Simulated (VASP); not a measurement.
# EuO (Fm-3m) in VASP: settings compared

The runs below take EuO through single point, with LDA+U, PBEsol+U.

Everything below comes from runs of VASP 6.6.1. Logs are shortened: lines on timing, memory, paths and dates and some standing lists are left out, and cuts for length are marked.

### 1 The cell of the first run

The structure is cubic, space group Fm-3m (No. 225). The conventional cell has a = 4.950 Å, b = 4.950 Å, c = 4.950 Å, α = 90.00°, β = 90.00°, γ = 90.00°. Within 3.3 Å of Eu (site symmetry m-3m) lie 6 O at 2.47 Å. O (site symmetry m-3m) has 6 Eu at 2.47 Å within 3.3 Å.

### 2 Single point, LDA+U, collinear spin, ferromagnetic start (15.16 Å³/atom)

The input, INCAR:

```
PREC     = Accurate       # precision mode
ENCUT    = 600            # plane-wave cutoff, eV
EDIFF    = 1E-6           # SCF threshold, eV
ISMEAR   = 0              # smearing method
SIGMA    = 0.05           # smearing width, eV
LREAL    = False          # projectors in reciprocal space
LASPH    = True           # aspherical terms in the spheres
NELM     = 200            # most SCF steps
ALGO     = Normal         # electronic algorithm
ISIF     = 2              # what is computed and relaxed
LWAVE    = False          # write WAVECAR
LCHARG   = False          # write CHGCAR
ISPIN    = 2              # spin polarisation
MAGMOM   = 7.35 -0.09     # initial moments
LORBIT   = 11             # projections on sites
LMAXMIX  = 6              # l up to which the mixer works
LDAU     = True           # DFT+U
LDAUTYPE = 2            
LDAUL    = 3 -1           # shell
LDAUU    = 6 0            # U, eV
LDAUJ    = 0 0          
LDAUPRINT= 1            
GGA      = CA             # functional
NBANDS   = 22             # bands
GGA_COMPAT= False
```

The input, KPOINTS:

```
regular mesh
0
Gamma
  8 8 8
```

The input, POSCAR:

```
EuO
1.0
    0.0000000000      2.4749742730      2.4749742730
    2.4749742730      0.0000000000      2.4749742730
    2.4749742730      2.4749742730      0.0000000000
Eu O
1 1
Direct
    0.5000000000      0.5000000000      0.5000000000
    0.0000000000      0.0000000000      0.0000000000
```

Potentials or basis: VASP PAW PBE potentials, release 64 (Eu, O).

Started as:

```sh
$ cat potpaw_PBE.64/Eu/POTCAR potpaw_PBE.64/O/POTCAR > POTCAR
$ mpirun -np 1 vasp_std > vasp.out
```

OUTCAR:

```text
PREC = Accurate
   ENCUT = 600
   EDIFF = 1E-6
   ISMEAR = 0
   LREAL = False
   LASPH = True
   NELM = 200
   ISIF = 2
   ISPIN = 2
   LORBIT = 11
   GGA = CA

 ion  position               nearest neighbor table
   1  0.500  0.500  0.500-   2 2.47   2 2.47   2 2.47   2 2.47   2 2.47   2 2.47
   2  0.000  0.000  0.000-   1 2.47   1 2.47   1 2.47   1 2.47   1 2.47   1 2.47

  LATTYP: Found a face centered cubic cell.
 ALAT       =     4.9499485460

  Lattice vectors:

 A1 = (   0.0000000000,   2.4749742730,   2.4749742730)
 A2 = (   2.4749742730,   0.0000000000,   2.4749742730)
 A3 = (   2.4749742730,   2.4749742730,   0.0000000000)

Analysis of symmetry for initial positions (statically):
=====================================================================
 Subroutine PRICEL returns:
 Original cell was already a primitive cell.

 Routine SETGRP: Setting up the symmetry group for a
 face centered cubic supercell.

 Subroutine GETGRP returns: Found 48 space group operations
 (whereof 48 operations were pure point group operations)
 out of a pool of 48 trial point group operations.

The static configuration has the point symmetry O_h .

Analysis of symmetry for dynamics (positions and initial velocities):
=====================================================================
 Subroutine PRICEL returns:
 Original cell was already a primitive cell.

 Routine SETGRP: Setting up the symmetry group for a
 face centered cubic supercell.

 Subroutine GETGRP returns: Found 48 space group operations
 (whereof 48 operations were pure point group operations)
 out of a pool of 48 trial point group operations.

The dynamic configuration has the point symmetry O_h .

Analysis of structural, dynamic, and magnetic symmetry:
=====================================================================
 Subroutine PRICEL returns:
 Original cell was already a primitive cell.

 Routine SETGRP: Setting up the symmetry group for a
 face centered cubic supercell.

 Subroutine GETGRP returns: Found 48 space group operations
 (whereof 48 operations were pure point group operations)
 out of a pool of 48 trial point group operations.

The overall configuration has the point symmetry O_h .

 Subroutine INISYM returns: Found 48 space group operations
 (whereof 48 operations are pure point group operations),
 and found     1 'primitive' translations

----------------------------------------------------------------------------------------

                                     Primitive cell

  volume of cell :      30.3209

  direct lattice vectors                    reciprocal lattice vectors
     0.000000000  2.474974273  2.474974273    -0.202022302  0.202022302  0.202022302
     2.474974273  0.000000000  2.474974273     0.202022302 -0.202022302  0.202022302
     2.474974273  2.474974273  0.000000000     0.202022302  0.202022302 -0.202022302

  length of vectors
     3.500142183  3.500142183  3.500142183     0.349912891  0.349912891  0.349912891

  position of ions in fractional coordinates (direct lattice)
     0.500000000  0.500000000  0.500000000
     0.000000000  0.000000000  0.000000000

  ion indices of the primitive-cell ions
   primitive index   ion index
                 1           1
                 2           2

[... 75 lines left out ...]
   IBRION =     -1    ionic relax: 0-MD 1-quasi-New 2-CG
   NFREE  =      0    steps in history (QN), initial steepest desc. (CG)
   ISIF   =      2    stress and relaxation
   ISYM   =      2    0-nonsym 1-usesym 2-fastsym
   POTIM  = 0.5000    time-step for ionic-motion
   TEBEG  =    0.0;   TEEND  =   0.0 temperature during run
   PSTRESS=    0.0 pullay stress
   NELECT =      23.0000    total number of electrons
   NUPDOWN=      -1.0000    fix difference up-down
   EMIN   =  10.00;   EMAX   =-10.00  energy-range for DOS
   EFERMI =   0.00;   METHOD = LEGACY
   ISMEAR =     0;   SIGMA  =   0.05  broadening in eV -4-tet -1-fermi 0-gaus
   EFERMI_NEDOS =   21; number of points for ismear=-14 and -15
   IALGO  =     38    algorithm
   IMIX   =      4    mixing-type and parameters
     AMIX     =   0.40;   BMIX     =  1.00
     AMIX_MAG =   1.60;   BMIX_MAG =  1.00
  volume/ion in A,a.u.               =      15.16       102.31
  Fermi-wavevector in a.u.,A,eV,Ry     =   1.493035  2.821428 30.329489  2.229155
  Thomas-Fermi vector in A             =   2.605487
   LORBIT       =     11    0 simple, 1 ext, 2 COOP (PROOUT), +10 PAW based schemes
 LDA+U is selected, type is set to LDAUTYPE =  2
   angular momentum for each species LDAUL =     3   -1
   U (eV)           for each species LDAUU =   6.0  0.0
   J (eV)           for each species LDAUJ =   0.0  0.0
   GGA     = CA    functional components
   LHFCALC =     F    Hartree Fock is set to
   AEXX    =    0.0000 exact exchange contribution
   IVDW    =     0    specifies the selected vdW correction
   LEPSILON=     F    determine dielectric tensor
   LRPA    =     F    only Hartree local field effects (RPA)
 spin polarized calculation
 Gauss-broadening in eV      SIGMA  =   0.05
  energy-cutoff  :      600.00
  volume of cell :       30.32
 maximum number of plane-waves:      1036
   NGX = 13   NGY = 13   NGZ = 13

atom =   1  type =  1  l = 3

 onsite density matrix

spin component  1

  0.9657 -0.0000 -0.0040 -0.0000  0.0000 -0.0000 -0.0000
 -0.0000  0.9556 -0.0000 -0.0000  0.0000 -0.0000  0.0000
 -0.0040 -0.0000  0.9678 -0.0000  0.0000  0.0000  0.0000
 -0.0000 -0.0000 -0.0000  0.9626  0.0000  0.0000  0.0000
  0.0000  0.0000  0.0000  0.0000  0.9678 -0.0000  0.0040
 -0.0000 -0.0000  0.0000  0.0000 -0.0000  0.9709 -0.0000
 -0.0000  0.0000  0.0000  0.0000  0.0040 -0.0000  0.9657

spin component  2

  0.0049  0.0000  0.0023 -0.0000 -0.0000  0.0000  0.0000
  0.0000  0.0001  0.0000  0.0000 -0.0000  0.0000 -0.0000
  0.0023  0.0000  0.0037 -0.0000  0.0000  0.0000 -0.0000
 -0.0000  0.0000 -0.0000  0.0067  0.0000 -0.0000  0.0000
 -0.0000 -0.0000  0.0000  0.0000  0.0037  0.0000 -0.0023
  0.0000  0.0000  0.0000 -0.0000  0.0000  0.0019  0.0000
  0.0000 -0.0000 -0.0000  0.0000 -0.0023  0.0000  0.0049

 occupancies and eigenvectors

  o =  0.0001  v =  0.0000  0.0000  0.0000  0.0000  0.0000  0.0000  0.0000  0.0000 -1.0000 -0.0000  0.0000 -0.0000  0.0000 -0.0000      0.0000  0.0000  0.0000  0.0000  0.0000  0.0000  0.0000  0.0000  0.0000  0.0000  0.0000  0.0000  0.0000  0.0000
  o =  0.0019  v =  0.0000  0.0000  0.0000  0.0000  0.0000  0.0000  0.0000 -0.0957  0.0000  0.1236  0.0000 -0.7808  0.0016 -0.6048      0.0000  0.0000  0.0000  0.0000  0.0000  0.0000  0.0000  0.0000  0.0000  0.0000  0.0000  0.0000  0.0000  0.0000
  o =  0.0019  v =  0.0000  0.0000  0.0000  0.0000  0.0000  0.0000  0.0000 -0.6048 -0.0000  0.7808 -0.0000  0.1236 -0.0012  0.0957      0.0000  0.0000  0.0000  0.0000  0.0000  0.0000  0.0000  0.0000  0.0000  0.0000  0.0000  0.0000  0.0000  0.0000
  o =  0.0019  v =  0.0000  0.0000  0.0000  0.0000  0.0000  0.0000  0.0000 -0.0006  0.0000  0.0008  0.0000  0.0014  1.0000  0.0011      0.0000  0.0000  0.0000  0.0000  0.0000  0.0000  0.0000  0.0000  0.0000  0.0000  0.0000  0.0000  0.0000  0.0000
  o =  0.0067  v =  0.0000  0.0000  0.0000  0.0000  0.0000  0.0000  0.0000 -0.0017  0.0000 -0.0013 -1.0000  0.0005  0.0000 -0.0006      0.0000  0.0000  0.0000  0.0000  0.0000  0.0000  0.0000  0.0000  0.0000  0.0000  0.0000  0.0000  0.0000  0.0000
  o =  0.0067  v =  0.0000  0.0000  0.0000  0.0000  0.0000  0.0000  0.0000  0.7905  0.0000  0.6124 -0.0021  0.0044  0.0000 -0.0057      0.0000  0.0000  0.0000  0.0000  0.0000  0.0000  0.0000  0.0000  0.0000  0.0000  0.0000  0.0000  0.0000  0.0000
  o =  0.0067  v =  0.0000  0.0000  0.0000  0.0000  0.0000  0.0000  0.0000 -0.0057 -0.0000 -0.0044  0.0008  0.6124  0.0000 -0.7905      0.0000  0.0000  0.0000  0.0000  0.0000  0.0000  0.0000  0.0000  0.0000  0.0000  0.0000  0.0000  0.0000  0.0000
  o =  0.9556  v =  0.0000  1.0000 -0.0000 -0.0000  0.0000  0.0000 -0.0000  0.0000  0.0000  0.0000  0.0000  0.0000  0.0000  0.0000      0.0000  0.0000  0.0000  0.0000  0.0000  0.0000  0.0000  0.0000  0.0000  0.0000  0.0000  0.0000  0.0000  0.0000
  o =  0.9626  v =  0.0000 -0.0000  0.0000 -0.9821  0.1154  0.0000 -0.1490  0.0000  0.0000  0.0000  0.0000  0.0000  0.0000  0.0000      0.0000  0.0000  0.0000  0.0000  0.0000  0.0000  0.0000  0.0000  0.0000  0.0000  0.0000  0.0000  0.0000  0.0000
  o =  0.9626  v =  0.0000 -0.0000  0.0000  0.1885  0.6014  0.0000 -0.7764  0.0000  0.0000  0.0000  0.0000  0.0000  0.0000  0.0000      0.0000  0.0000  0.0000  0.0000  0.0000  0.0000  0.0000  0.0000  0.0000  0.0000  0.0000  0.0000  0.0000  0.0000
  o =  0.9626  v = -0.7906 -0.0000 -0.6124 -0.0000  0.0000 -0.0000 -0.0000  0.0000  0.0000  0.0000  0.0000  0.0000  0.0000  0.0000      0.0000  0.0000  0.0000  0.0000  0.0000  0.0000  0.0000  0.0000  0.0000  0.0000  0.0000  0.0000  0.0000  0.0000
  o =  0.9709  v =  0.0000  0.0000 -0.0000 -0.0000 -0.0594 -0.9972 -0.0460  0.0000  0.0000  0.0000  0.0000  0.0000  0.0000  0.0000      0.0000  0.0000  0.0000  0.0000  0.0000  0.0000  0.0000  0.0000  0.0000  0.0000  0.0000  0.0000  0.0000  0.0000
  o =  0.9709  v =  0.6124 -0.0000 -0.7906 -0.0000  0.0000 -0.0000 -0.0000  0.0000  0.0000  0.0000  0.0000  0.0000  0.0000  0.0000      0.0000  0.0000  0.0000  0.0000  0.0000  0.0000  0.0000  0.0000  0.0000  0.0000  0.0000  0.0000  0.0000  0.0000
  o =  0.9709  v =  0.0000  0.0000  0.0000 -0.0000  0.7883 -0.0751  0.6106  0.0000  0.0000  0.0000  0.0000  0.0000  0.0000  0.0000      0.0000  0.0000  0.0000  0.0000  0.0000  0.0000  0.0000  0.0000  0.0000  0.0000  0.0000  0.0000  0.0000  0.0000

 number of electron      23.0000007 magnetization       7.0000153

 Free energy of the ion-electron system (eV)
  ---------------------------------------------------
  ext. energy  EPLUGINS =         0.00000000
  ---------------------------------------------------
  free energy    TOTEN  =       -22.13989605 eV

  energy without entropy =      -22.13940318  energy(sigma->0) =      -22.13964962

 E-fermi :   4.1255     XC(G=0): -11.9105

 val. band max:        4.1142819229   @ k =   0.1250   0.1250   0.0000
 cond. band min:       4.2189931813   @ k =   0.0000   0.0000   0.0000
 fundamental gap:      0.1047112585
 Fermi energy:         4.1255392401

 spin component 1

 k-point     1 :       0.0000    0.0000    0.0000
  band No.  band energies     occupation
      1     -35.3283      1.00000
      2     -13.8574      1.00000
      3     -13.8574      1.00000
      4     -13.8574      1.00000
      5     -13.7230      1.00000
      6       0.6262      1.00000
[... 1193 lines left out ...]
     21      16.9452      0.00000
     22      17.1869      0.00000

 [... further k-points ...]
[... 5 lines left out ...]
  --------------------------------------------------------------------------------------
  -------------------------------------------------------------------------------------
  Total        0.8374145      0.8374145      0.8374145      0.0000000      0.0000000     -0.0000000
  in kB       44.2495621     44.2495621     44.2495621      0.0000000      0.0000000     -0.0000000
  external PRESSURE =      44.2495621 kB  Pullay stress =       0.0000000 kB

 VOLUME and BASIS-vectors are now :
 -----------------------------------------------------------------------------
  energy-cutoff  :      600.00
  volume of cell :       30.32
      direct lattice vectors                 reciprocal lattice vectors
     0.000000000  2.474974273  2.474974273    -0.202022302  0.202022302  0.202022302
     2.474974273  0.000000000  2.474974273     0.202022302 -0.202022302  0.202022302
     2.474974273  2.474974273  0.000000000     0.202022302  0.202022302 -0.202022302

 POSITION                                       TOTAL-FORCE (eV/Angst)
 -----------------------------------------------------------------------------------
      2.47497      2.47497      2.47497        -0.000000     -0.000000      0.000000
      0.00000      0.00000      0.00000         0.000000      0.000000     -0.000000
 -----------------------------------------------------------------------------------
    total drift:                                0.000000      0.000000      0.000000

  FREE ENERGIE OF THE ION-ELECTRON SYSTEM (eV)
  ---------------------------------------------------
  free  energy   TOTEN  =       -22.1398960522 eV

  energy  without entropy=      -22.1394031830  energy(sigma->0) =      -22.13964962

 total charge

# of ion       s       p       d       f       tot
--------------------------------------------------
    1        2.032   5.755   0.397   6.772  14.956
    2        1.542   3.423   0.000   0.000   4.965
--------------------------------------------------
tot          3.574   9.178   0.397   6.772  19.921

 magnetization (x)

# of ion       s       p       d       f       tot
--------------------------------------------------
    1       -0.008  -0.083   0.098   6.723   6.730
    2       -0.006  -0.087   0.000   0.000  -0.093
--------------------------------------------------
tot         -0.014  -0.170   0.098   6.723   6.637
```

Run time: 82 s. Hardware: 1 thread of Intel Xeon 8259CL, shared host; peak memory 0.19 GiB.

Results:

```
Free energy                                           : -22.1399 eV
Pressure                                              : 4.4 GPa
Band gap on the k mesh                                : zero (filled and empty bands overlap)
Net moment                                            : 7.00 μB per cell
Site moments                                          : Eu +6.73; O -0.09 μB
Valence electrons inside the program's atomic spheres : Eu 14.96; O 4.96
```

Levels at points of the mesh, in eV from the Fermi level:
Spin up:
```
           k point  band 13  band 14  band 15  band 16  band 17  band 18
(0.00, 0.00, 0.00)     0.09     0.09     0.09     1.35     2.69     2.69
(0.50, 0.00, 0.00)    -0.55    -0.52    -0.51     3.60     5.95     5.95
(0.50, 0.50, 0.00)    -0.63    -0.53    -0.11    -0.11     5.22     7.47
```
Spin down:
| k point | band 5 | band 6 | band 7 | band 8 | band 9 | band 10 | band 11 | band 12 |
| --- | --- | --- | --- | --- | --- | --- | --- | --- |
| (0.00, 0.00, 0.00) | -15.82 | -2.96 | -2.96 | -2.96 | 2.02 | 3.59 | 3.59 | 3.59 |
| (0.50, 0.00, 0.00) | -14.53 | -5.37 | -4.39 | -4.39 | 4.13 | 6.48 | 6.91 | 6.91 |
| (0.50, 0.50, 0.00) | -16.48 | -2.79 | -2.79 | -2.72 | 0.13 | 6.06 | 7.86 | 8.66 |

Eigenvalues of the final occupation matrices:
```tsv
site	spin	trace	eigenvalues
site 1 f	1	6.76	0.96 0.96 0.96 0.96 0.97 0.97 0.97
site 1 f	2	0.03	0.00 0.00 0.00 0.00 0.01 0.01 0.01
```

Caveat: the cell stands under pressure; the PAW data sets were made with another functional, which shifts forces and pressure a little; spin-orbit coupling is left out, which moves the levels of the heavy elements; a cell with one magnetic atom can't hold antiferromagnetic order, which such compounds often take. The state reached can hang on the start; a lower one may exist.

[end of part 1 of 2]
